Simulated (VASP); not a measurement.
A run of VASP 6.6.1:

INCAR

```
PREC     = Accurate       # precision mode
ENCUT    = 910            # plane-wave cutoff, eV
EDIFF    = 1E-6           # SCF threshold, eV
ISMEAR   = 0              # smearing method
SIGMA    = 0.05           # smearing width, eV
LREAL    = False          # projectors in reciprocal space
LASPH    = True           # aspherical terms in the spheres
NELM     = 120            # most SCF steps
ALGO     = Normal         # electronic algorithm
ISIF     = 2              # what is computed and relaxed
LWAVE    = False          # write WAVECAR
LCHARG   = False          # write CHGCAR
GGA      = PS             # functional
NBANDS   = 11             # bands
GGA_COMPAT= False
```

Contents of KPOINTS:

```
Automatic mesh
0
Gamma
  12 12 12
```

Contents of POSCAR:

```
C
1.0
    0.0000000000      1.7058284293      1.9190569830
    1.7058284293      0.0000000000      1.9190569830
    1.7058284293      1.7058284293      0.0000000000
C
2
Direct
    0.5000000000      0.5000000000      0.5000000000
    0.7500000000      0.7500000000      0.7500000000
```

Potentials or basis: VASP PAW PBE potentials, release 64 (C_h).

Run with:

```bash
$ cat potpaw_PBE.64/C_h/POTCAR > POTCAR
$ mpirun -np 1 vasp_std > vasp.out
```

Hardware: 1 thread of AMD EPYC 7R43 64-Core Processor (Zen 3) (shared host).

Problem. How long does it take, and how much memory?

Solution. It took 55 s on 1 thread of AMD EPYC 7R43 64-Core Processor (Zen 3), with other jobs on the host, peak memory 0.13 GiB. Counts: scf iterations 11, k points 163.
